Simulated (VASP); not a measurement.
# In2O (P4/mmm) in VASP: further runs

In2O is run at these levels: PBE; tasks: single point, relaxation of cell and atoms.

Program: VASP 6.6.1. These are calculated values, not measurements. Logs are shortened: lines on timing, memory, paths and dates and some standing lists are left out, and cuts for length are marked.

## Step 1: The cell of the first run

It takes space group P4/mmm (No. 123, tetragonal). The conventional cell has a = 4.300 Å, b = 4.300 Å, c = 3.289 Å, α = 90.00°, β = 90.00°, γ = 90.00°. Within 3.6 Å of In (site symmetry mmm) lie 4 O at 2.71 Å and 6 In at 3.04 to 3.29 Å. Within 3.6 Å of O (site symmetry 4/mmm) lie 8 In at 2.71 Å and 2 O at 3.29 Å.

## Step 2: Single point, PBE

The input, INCAR:

```
SYSTEM = In2O
ALGO = Normal ; EDIFF = 1E-7
ENCUT = 520 ; GGA = PE
ISIF = 2 ; ISMEAR = 0
LASPH = .True. ; LCHARG = .False.
LREAL = .False. ; LWAVE = .False.
NBANDS = 23 ; NELM = 100
PREC = Accurate ; SIGMA = 0.1
```

The input, KPOINTS:

```
k-points
0
Gamma
  12 12 14
  0 0 0
```

The input, POSCAR:

```
In2O
1.0
    4.2997132338      0.0000000000      0.0000000000
    0.0000000000      4.2997132338      0.0000000000
    0.0000000000      0.0000000000      3.2887660117
In O
2 1
Direct
    0.0000000000      0.5000000000      0.0000000000
    0.5000000000      0.0000000000      0.0000000000
    0.5000000000      0.5000000000      0.5000000000
```

Potentials or basis: VASP PAW PBE potentials, release 64 (In_d, O).

Started as:

```bash
cat potpaw_PBE.64/In_d/POTCAR potpaw_PBE.64/O/POTCAR > POTCAR
mpirun -np 1 vasp_std > vasp.out
```

OUTCAR:

```text
SYSTEM = In2O
   EDIFF = 1E-7
   ENCUT = 520
   GGA = PE
   ISIF = 2
   ISMEAR = 0
   LASPH = .True.
   LREAL = .False.
   NELM = 100
   PREC = Accurate

 ion  position               nearest neighbor table
   1  0.000  0.500  0.000-   3 2.71   3 2.71   3 2.71   3 2.71   2 3.04   2 3.04   2 3.04   2 3.04

   2  0.500  0.000  0.000-   3 2.71   3 2.71   3 2.71   3 2.71   1 3.04   1 3.04   1 3.04   1 3.04

   3  0.500  0.500  0.500-   1 2.71   2 2.71   1 2.71   2 2.71   2 2.71   2 2.71   1 2.71   1 2.71

  LATTYP: Found a simple tetragonal cell.
 ALAT       =     4.2997132338
 C/A-ratio  =     0.7648803148

  Lattice vectors:

 A1 = (   4.2997132338,   0.0000000000,   0.0000000000)
 A2 = (   0.0000000000,   4.2997132338,   0.0000000000)
 A3 = (   0.0000000000,   0.0000000000,   3.2887660117)

Analysis of symmetry for initial positions (statically):
=====================================================================
 Subroutine PRICEL returns:
 Original cell was already a primitive cell.

 Routine SETGRP: Setting up the symmetry group for a
 simple tetragonal supercell.

 Subroutine GETGRP returns: Found 16 space group operations
 (whereof 16 operations were pure point group operations)
 out of a pool of 16 trial point group operations.

The static configuration has the point symmetry D_4h.

Analysis of symmetry for dynamics (positions and initial velocities):
=====================================================================
 Subroutine PRICEL returns:
 Original cell was already a primitive cell.

 Routine SETGRP: Setting up the symmetry group for a
 simple tetragonal supercell.

 Subroutine GETGRP returns: Found 16 space group operations
 (whereof 16 operations were pure point group operations)
 out of a pool of 16 trial point group operations.

The dynamic configuration has the point symmetry D_4h.

 Subroutine INISYM returns: Found 16 space group operations
 (whereof 16 operations are pure point group operations),
 and found     1 'primitive' translations

----------------------------------------------------------------------------------------

                                     Primitive cell

  volume of cell :      60.8012

  direct lattice vectors                    reciprocal lattice vectors
     4.299713234  0.000000000  0.000000000     0.232573650  0.000000000  0.000000000
     0.000000000  4.299713234  0.000000000     0.000000000  0.232573650  0.000000000
     0.000000000  0.000000000  3.288766012     0.000000000  0.000000000  0.304065414

  length of vectors
     4.299713234  4.299713234  3.288766012     0.232573650  0.232573650  0.304065414

  position of ions in fractional coordinates (direct lattice)
     0.000000000  0.500000000  0.000000000
     0.500000000  0.000000000  0.000000000
     0.500000000  0.500000000  0.500000000

  ion indices of the primitive-cell ions
   primitive index   ion index
                 1           1
                 2           2
                 3           3

----------------------------------------------------------------------------------------

 KPOINTS: k-points

Automatic generation of k-mesh.
 Grid dimensions read from file:
 generate k-points for:   12   12   14

 Generating k-lattice:

  Cartesian coordinates                     Fractional coordinates (reciprocal lattice)
     0.019381137  0.000000000  0.000000000     0.083333333  0.000000000  0.000000000
     0.000000000  0.019381137  0.000000000     0.000000000  0.083333333  0.000000000
     0.000000000  0.000000000  0.021718958     0.000000000  0.000000000  0.071428571

  Length of vectors
     0.019381137  0.019381137  0.021718958

  Shift w.r.t. Gamma in fractional coordinates (k-lattice)
     0.000000000  0.000000000  0.000000000

 Subroutine IBZKPT returns following result:
 ===========================================

 Found    224 irreducible k-points:

 Following reciprocal coordinates:
            Coordinates               Weight
  0.000000  0.000000  0.000000      1.000000
  0.083333  0.000000  0.000000      4.000000
  0.166667  0.000000  0.000000      4.000000
  0.250000  0.000000  0.000000      4.000000
  0.333333  0.000000  0.000000      4.000000
  0.416667  0.000000  0.000000      4.000000
[... 16 lines left out ...]
  0.333333  0.333333  0.000000      4.000000
  0.416667  0.333333  0.000000      8.000000
 [... further k-points ...]
   k-points           NKPTS =    224   k-points in BZ     NKDIM =    224   number of bands    NBANDS=     23
   number of dos      NEDOS =    301   number of ions     NIONS =      3
   total plane-waves  NPLWV =  24576
   dimension x,y,z NGX =    32 NGY =   32 NGZ =   24
   dimension x,y,z NGXF=    64 NGYF=   64 NGZF=   48
   ions per type =               2   1
   NGX,Y,Z   is equivalent  to a cutoff of  12.37, 12.37, 12.13 a.u.
   NGXF,Y,Z  is equivalent  to a cutoff of  24.75, 24.75, 24.26 a.u.
 SYSTEM =  In2O
   PREC   = accura    normal or accurate (medium, high low for compatibility)
[... 73 lines left out ...]
     22      15.9069      0.00000
     23      15.9069      0.00000

 k-point     2 :       0.0833    0.0000    0.0000
  band No.  band energies     occupation
      1     -10.9297      2.00000
      2      -8.3359      2.00000
      3      -8.2167      2.00000
      4      -7.9486      2.00000
      5      -7.9082      2.00000
      6      -7.8599      2.00000
[... 15 lines left out ...]
     22      15.2921      0.00000
     23      16.3792      0.00000

 k-point     3 :       0.1667    0.0000    0.0000
  band No.  band energies     occupation
      1     -10.9063      2.00000
      2      -8.2959      2.00000
      3      -8.1980      2.00000
      4      -7.9359      2.00000
      5      -7.9189      2.00000
      6      -7.8533      2.00000
[... 15 lines left out ...]
     22      14.4915      0.00000
     23      16.8445      0.00000

 k-point     4 :       0.2500    0.0000    0.0000
  band No.  band energies     occupation
      1     -10.8737      2.00000
      2      -8.2311      2.00000
      3      -8.1693      2.00000
      4      -7.9494      2.00000
      5      -7.9045      2.00000
      6      -7.8425      2.00000
[... 15 lines left out ...]
     22      14.3897      0.00000
     23      16.9942      0.00000

 k-point     5 :       0.3333    0.0000    0.0000
  band No.  band energies     occupation
      1     -10.8404      2.00000
      2      -8.1442      2.00000
      3      -8.1336      2.00000
      4      -7.9790      2.00000
      5      -7.8777      2.00000
      6      -7.8281      2.00000
[... 15 lines left out ...]
     22      15.3442      0.00000
     23      16.4308      0.00000

 k-point     6 :       0.4167    0.0000    0.0000
  band No.  band energies     occupation
      1     -10.8155      2.00000
      2      -8.0942      2.00000
      3      -8.0393      2.00000
      4      -8.0141      2.00000
      5      -7.8533      2.00000
      6      -7.8122      2.00000
[... 15 lines left out ...]
     22      16.0263      0.00000
     23      16.2963      0.00000

 k-point     7 :       0.5000    0.0000    0.0000
  band No.  band energies     occupation
      1     -10.8063      2.00000
      2      -8.0593      2.00000
      3      -8.0474      2.00000
      4      -7.9241      2.00000
      5      -7.9199      2.00000
      6      -7.8421      2.00000
[... 353 lines left out ...]
     22      15.9458      0.00000
     23      16.0632      0.00000

 k-point    21 :       0.4167    0.2500    0.0000
  band No.  band energies     occupation
      1     -10.7516      2.00000
      2      -8.1995      2.00000
      3      -8.1048      2.00000
      4      -7.9019      2.00000
      5      -7.8867      2.00000
      6      -7.8390      2.00000
[... 15 lines left out ...]
     22      15.4731      0.00000
     23      16.7360      0.00000

 k-point    22 :       0.5000    0.2500    0.0000
  band No.  band energies     occupation
      1     -10.7425      2.00000
      2      -8.1562      2.00000
      3      -8.1541      2.00000
      4      -7.8841      2.00000
      5      -7.8520      2.00000
      6      -7.8405      2.00000
[... 15 lines left out ...]
     22      15.3432      0.00000
     23      17.3007      0.00000

 k-point    23 :       0.3333    0.3333    0.0000
  band No.  band energies     occupation
      1     -10.7433      2.00000
      2      -8.2339      2.00000
      3      -8.1014      2.00000
      4      -7.9098      2.00000
      5      -7.8990      2.00000
      6      -7.8423      2.00000
[... 15 lines left out ...]
     22      16.4421      0.00000
     23      16.8351      0.00000

 k-point    24 :       0.4167    0.3333    0.0000
  band No.  band energies     occupation
      1     -10.7185      2.00000
      2      -8.2188      2.00000
      3      -8.1485      2.00000
      4      -7.9030      2.00000
      5      -7.8605      2.00000
      6      -7.8559      2.00000
[... 15 lines left out ...]
     22      16.5019      0.00000
     23      17.0792      0.00000

 [... further k-points ...]

------------------------ aborting loop because EDIFF is reached ----------------------------------------

  FORCE on cell =-STRESS in cart. coord.  units (eV):
  Direction    XX          YY          ZZ          XY          YZ          ZX
  --------------------------------------------------------------------------------------
  -------------------------------------------------------------------------------------
  Total       -0.0141092     -0.0141092     -0.0079216      0.0000000      0.0000000      0.0000000
  in kB       -0.3717939     -0.3717939     -0.2087436      0.0000000      0.0000000      0.0000000
  external PRESSURE =      -0.3174438 kB  Pullay stress =       0.0000000 kB

 VOLUME and BASIS-vectors are now :
 -----------------------------------------------------------------------------
  energy-cutoff  :      520.00
  volume of cell :       60.80
      direct lattice vectors                 reciprocal lattice vectors
     4.299713234  0.000000000  0.000000000     0.232573650  0.000000000  0.000000000
     0.000000000  4.299713234  0.000000000     0.000000000  0.232573650  0.000000000
     0.000000000  0.000000000  3.288766012     0.000000000  0.000000000  0.304065414

 POSITION                                       TOTAL-FORCE (eV/Angst)
 -----------------------------------------------------------------------------------
      0.00000      2.14986      0.00000         0.000000      0.000000      0.000000
      2.14986      0.00000      0.00000         0.000000      0.000000      0.000000
      2.14986      2.14986      1.64438         0.000000      0.000000      0.000000
 -----------------------------------------------------------------------------------
    total drift:                                0.000000      0.000000     -0.000000

  FREE ENERGIE OF THE ION-ELECTRON SYSTEM (eV)
  ---------------------------------------------------
  free  energy   TOTEN  =       -10.8690630033 eV

  energy  without entropy=      -10.8650047772  energy(sigma->0) =      -10.86703389
```

It took 4.2 min on 1 thread of AMD EPYC 7R13 (Zen 3), shared host; peak memory 0.34 GiB.

What came out:

```
Free energy            : -10.8691 eV
Pressure               : 0.0 GPa
Band gap on the k mesh : zero (band 16 reaches 7.16 eV, above the bottom of band 17 at 5.29 eV)
```

Levels at points of the mesh, in eV from the Fermi level:
| k point | band 14 | band 15 | band 16 | band 17 | band 18 | band 19 |
| --- | --- | --- | --- | --- | --- | --- |
| (0.00, 0.00, 0.00) | -3.57 | -2.09 | -0.87 | 2.47 | 2.47 | 6.31 |
| (0.50, 0.00, 0.00) | -3.14 | -1.85 | -0.58 | 2.57 | 4.02 | 5.28 |
| (0.50, 0.50, 0.00) | -2.93 | -1.63 | 0.41 | 0.41 | 0.57 | 8.55 |
| (0.00, 0.00, 0.50) | -2.18 | -1.24 | -0.61 | 1.95 | 1.95 | 2.49 |
| (0.50, 0.00, 0.50) | -3.76 | -2.16 | 0.42 | 0.90 | 2.33 | 4.73 |
| (0.50, 0.50, 0.50) | -3.64 | -1.96 | -1.96 | -0.87 | 3.33 | 3.33 |

Caveat: spin-orbit coupling is left out, which moves the levels of the heavy elements.

## Step 3: Relaxation of cell and atoms, PBE

This run uses another cell than the first one, of 20.14 Å³/atom, 0.994 times its volume.

The input, INCAR:

```
SYSTEM = In2O
PREC = Accurate ; ENCUT = 600
EDIFF = 1E-6 ; ISMEAR = 0
SIGMA = 0.1 ; LREAL = .False.
LASPH = .True. ; NELM = 100
ALGO = Normal ; ISIF = 3
LWAVE = .False. ; LCHARG = .False.
GGA = PE ; IBRION = 2
NSW = 100 ; EDIFFG = -0.01
```

The input, KPOINTS:

```
Automatic mesh
0
Gamma
  12 12 14
  0 0 0
```

The input, POSCAR:

```
In2O
1.0
    4.3121000507      0.0000000000      0.0000000000
    0.0000000000      4.3121000507      0.0000000000
    0.0000000000      0.0000000000      3.2493314160
In O
2 1
Direct
    0.0000000000      0.5000000000      0.0000000000
    0.5000000000      0.0000000000      0.0000000000
    0.5000000000      0.5000000000      0.5000000000
```

Potentials or basis: VASP PAW PBE potentials, release 64 (In_d, O).

Started as:

```bash
cat potpaw_PBE.64/In_d/POTCAR potpaw_PBE.64/O/POTCAR > POTCAR
mpirun -np 1 vasp_std > vasp.out
```

Run time: 17 min. Hardware: 1 thread of AMD EPYC 7R13 (Zen 3), shared host; peak memory 0.39 GiB.

It converged, with:

- Free energy: -10.8701 eV
- Relaxed volume: 20.25 Å³/atom
- Relaxed cell: a = 4.298 Å, b = 4.298 Å, c = 3.289 Å, α = 90.00°, β = 90.00°, γ = 90.00°
- Space group after relaxing (to 0.05 Å): P4/mmm (No. 123)
- Energy gained by relaxing: 0.6 meV/atom
- Ionic steps: 5
- Pressure after relaxing: 0.0 GPa
- Band gap on the k mesh: zero (band 16 reaches 7.17 eV, above the bottom of band 17 at 5.30 eV)

Step by step:
| step | energy change (eV) | largest force (eV/Å) | pressure (GPa) | volume (Å³) |
| --- | --- | --- | --- | --- |
| 1 | 0.0000 | 0.0000 | 0.21 | 60.42 |
| 2 | -0.0012 | 0.0000 | 0.03 | 60.65 |
| 3 | -0.0017 | 0.0000 | -0.21 | 61.00 |
| 4 | -0.0017 | 0.0000 | -0.19 | 60.97 |
| 5 | -0.0019 | 0.0000 | 0.03 | 60.76 |

Final structure:
```
In O
1.0
     4.29817    0.00000    0.00000
     0.00000    4.29817    0.00000
     0.00000    0.00000    3.28912
In O
2 1
Cartesian
  0.0000 2.1491 3.2891
  2.1491 0.0000 0.0000
  2.1491 2.1491 1.6446
```

Levels at points of the mesh, in eV from the Fermi level:
| k point | band 12 | band 13 | band 14 | band 15 | band 16 | band 17 | band 18 | band 19 | band 20 |
| --- | --- | --- | --- | --- | --- | --- | --- | --- | --- |
| (0.00, 0.00, 0.00) | -6.91 | -3.58 | -3.58 | -2.10 | -0.87 | 2.47 | 2.47 | 6.31 | 7.23 |
| (0.50, 0.00, 0.00) | -7.07 | -4.63 | -3.15 | -1.86 | -0.59 | 2.57 | 4.02 | 5.29 | 6.24 |
| (0.50, 0.50, 0.00) | -5.91 | -5.91 | -2.94 | -1.64 | 0.41 | 0.41 | 0.57 | 8.54 | 8.54 |
| (0.00, 0.00, 0.50) | -6.72 | -2.18 | -2.18 | -1.24 | -0.61 | 1.94 | 1.94 | 2.50 | 2.78 |
| (0.50, 0.00, 0.50) | -5.50 | -3.79 | -3.77 | -2.17 | 0.42 | 0.90 | 2.33 | 4.73 | 4.76 |
| (0.50, 0.50, 0.50) | -4.59 | -3.64 | -3.64 | -1.96 | -1.96 | -0.87 | 3.33 | 3.33 | 3.94 |

Caveat: spin-orbit coupling is left out, which moves the levels of the heavy elements.

## Step 4: Single point, PBE, collinear spin, ferromagnetic start

This run uses another cell than the first one, of 16.40 Å³/atom, 0.809 times its volume.

The input, INCAR:

```
ALGO = Normal
EDIFF = 1E-7
ENCUT = 520
GGA = PE
ISIF = 2
ISMEAR = 0
ISPIN = 2
LASPH = True
LCHARG = True
LELF = True
LORBIT = 11
LREAL = False
LVHAR = True
LWAVE = False
MAGMOM = 0 0 1
NBANDS = 27
NELM = 150
PREC = Accurate
SIGMA = 0.1
```

The input, KPOINTS:

```
k-points
0
Gamma
  4 4 6
```

The input, POSCAR:

```
In2O
1.0
    4.1132436700      0.0000000000      0.0000000000
    0.0000000000      4.1132436700      0.0000000000
    0.0000000000      0.0000000000      2.9085024900
In O
2 1
Direct
    0.0000000000      0.5000000000      0.0000000000
    0.5000000000      0.0000000000      0.0000000000
    0.5000000000      0.5000000000      0.5000000000
```

Started as:

```bash
cat potpaw_PBE.64/In_d/POTCAR potpaw_PBE.64/O/POTCAR > POTCAR
mpirun -np 1 vasp_std > vasp.out
```

Wall time 2.3 min (1 thread of AMD EPYC 7R13 (Zen 3), shared host); peak memory 0.17 GiB.

Results (log left out):

```
Free energy                                           : -10.2714 eV
Pressure                                              : 18.8 GPa
Band gap on the k mesh                                : zero (filled and empty bands overlap)
Net moment                                            : 0.00 μB per cell
Valence electrons inside the program's atomic spheres : In 11.44; O 4.91
```

Stress tensor (GPa, compression positive):
```
17.19  0.00  0.00
 0.00 17.19  0.00
 0.00  0.00 22.05
```

Levels at points of the mesh, in eV from the Fermi level:
Spin up:
```
           k point  band 12  band 13  band 14  band 15  band 16  band 17  band 18  band 19  band 20  band 21
(0.00, 0.00, 0.00)    -7.53    -5.11    -5.11    -2.57    -1.09     2.49     2.49     7.10     9.85    10.66
(0.50, 0.00, 0.00)    -8.63    -4.99    -4.55    -2.29    -0.99     2.19     4.27     6.01     7.31    10.57
(0.50, 0.50, 0.00)    -7.23    -7.23    -3.97    -2.04     0.51     0.51     1.15    11.00    11.37    11.37
(0.00, 0.00, 0.50)    -7.28    -2.97    -2.97    -1.94    -0.51     2.19     2.29     2.29     4.54    10.45
(0.50, 0.00, 0.50)    -6.48    -5.07    -3.41    -2.98     0.34     1.19     2.05     5.34     5.72     7.64
(0.50, 0.50, 0.50)    -6.07    -4.97    -4.97    -1.06    -1.06    -0.73     3.14     3.14     3.96     5.85
```
Spin down:
```
           k point  band 12  band 13  band 14  band 15  band 16  band 17  band 18  band 19  band 20  band 21
(0.00, 0.00, 0.00)    -7.53    -5.11    -5.11    -2.57    -1.09     2.49     2.49     7.10     9.85    10.66
(0.50, 0.00, 0.00)    -8.63    -4.99    -4.55    -2.29    -0.99     2.19     4.27     6.01     7.31    10.57
(0.50, 0.50, 0.00)    -7.23    -7.23    -3.97    -2.04     0.51     0.51     1.15    11.00    11.37    11.37
(0.00, 0.00, 0.50)    -7.28    -2.97    -2.97    -1.94    -0.51     2.19     2.29     2.29     4.54    10.45
(0.50, 0.00, 0.50)    -6.48    -5.07    -3.41    -2.98     0.34     1.19     2.05     5.34     5.72     7.64
(0.50, 0.50, 0.50)    -6.07    -4.97    -4.97    -1.06    -1.06    -0.73     3.14     3.14     3.96     5.85
```

Caveat: the k points lie up to 0.38 Å⁻¹ apart; spin-orbit coupling is left out, which moves the levels of the heavy elements.

## Step 5: The runs side by side

```csv
task,spin,cell,k mesh,cutoff (eV),gap on the mesh (eV),pressure (GPa)
single point,off,"a = 4.300, b = 4.300, c = 3.289 Å, 3 atoms",12 × 12 × 14,520,none,0.0
relaxation of cell and atoms,off,"relaxed from a = 4.312, b = 4.312, c = 3.249 Å, 3 atoms",12 × 12 × 14,600,none,0.0
single point,"collinear, ferromagnetic start","a = 4.113, b = 4.113, c = 2.909 Å, 3 atoms",4 × 4 × 6,520,none,18.8
```

Alike in all rows: level PBE; potentials or basis VASP PAW PBE potentials, release 64 (In_d, O); smearing gaussian 0.1 eV.

Caveats: some runs use coarse meshes; spin-orbit coupling is left out, which moves the levels of the heavy elements.

Total energies depend on the potentials used, so only differences within one code and one set of settings carry meaning.
